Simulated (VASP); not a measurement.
Wanted: the native input for a VASP 6.6.1 run.

* Task: single point
* Functional: r2SCAN
* Potentials or basis: VASP PAW PBE potentials, release 64 (K_sv, Ta_pv, O)
* Cutoff: 520 eV
* k mesh: 6 × 6 × 6
* Occupations: gaussian, width 0.01 eV
* Spin: no spin polarisation
* Dipole correction: no
* Further INCAR settings: ALGO = Normal; EDIFF = 1e-06; NBANDS = 27

KTaO3:

```
K Ta O
1.0
     3.87043    0.00000    0.00000
     0.00000    3.87043    0.00000
     0.00000    0.00000    4.03666
K Ta O
1 1 3
Direct
  0.00000 0.00000 0.00000
  0.50000 0.50000 0.50000
  0.50000 0.50000 0.00000
  0.50000 0.00000 0.50000
  0.00000 0.50000 0.50000
```

This cell differs from its parent crystal: epitaxial xy strain -3.0%.

One way to write it, as run:

POSCAR

```
KTaO3
1.0
    3.8704271699      0.0000000000      0.0000000000
    0.0000000000      3.8704271699      0.0000000000
    0.0000000000      0.0000000000      4.0366595077
K Ta O
1 1 3
Direct
    0.0000000000      0.0000000000      0.0000000000
    0.5000000000      0.5000000000      0.5000000000
    0.5000000000      0.5000000000      0.0000000000
    0.5000000000      0.0000000000      0.5000000000
    0.0000000000      0.5000000000      0.5000000000
```

INCAR.step1

```
SYSTEM = KTaO3
PREC = Accurate
ENCUT = 520
ISMEAR = 0
SIGMA = 0.01
LREAL = .FALSE.
LASPH = .TRUE.
NELM = 100
NBANDS = 27
GGA = PE
ALGO = Normal
EDIFF = 1E-4
LWAVE = .TRUE.
LCHARG = .FALSE.
```

INCAR.step2

```
SYSTEM = KTaO3
PREC = Accurate
ENCUT = 520
EDIFF = 1E-6
ISMEAR = 0
SIGMA = 0.01
LREAL = .FALSE.
LASPH = .TRUE.
NELM = 100
ALGO = Normal
ISIF = 2
LWAVE = .FALSE.
LCHARG = .FALSE.
METAGGA = R2SCAN
LMIXTAU = .TRUE.
NBANDS = 27
ISTART = 1
```

KPOINTS

```
regular mesh
0
G
  6 6 6
  0 0 0
```

Potentials or basis: VASP PAW PBE potentials, release 64 (K_sv, Ta_pv, O).

Launch:

```console
$ cat potpaw_PBE.64/K_sv/POTCAR potpaw_PBE.64/Ta_pv/POTCAR potpaw_PBE.64/O/POTCAR > POTCAR
$ cp INCAR.step1 INCAR
$ mpirun -np 1 vasp_std > vasp.out
$ cp INCAR.step2 INCAR
$ mpirun -np 1 vasp_std > vasp.out
```

Results of the run:

```
Pressure               : 13.5 GPa
Band gap on the k mesh : 2.66 eV (least direct gap 3.27 eV)
```

Caveat: the cell differs from its parent crystal (epitaxial xy strain -3.0%); the stress differs along the axes, from 1 to 20 GPa; the PAW data sets were made with another functional, which shifts forces and pressure a little; spin-orbit coupling is left out, which moves the levels of the heavy elements.

Run time: 100 s on 1 thread of Intel(R) Xeon(R) 6975P-C (Granite Rapids), with other jobs on the host, peak memory 0.21 GiB.
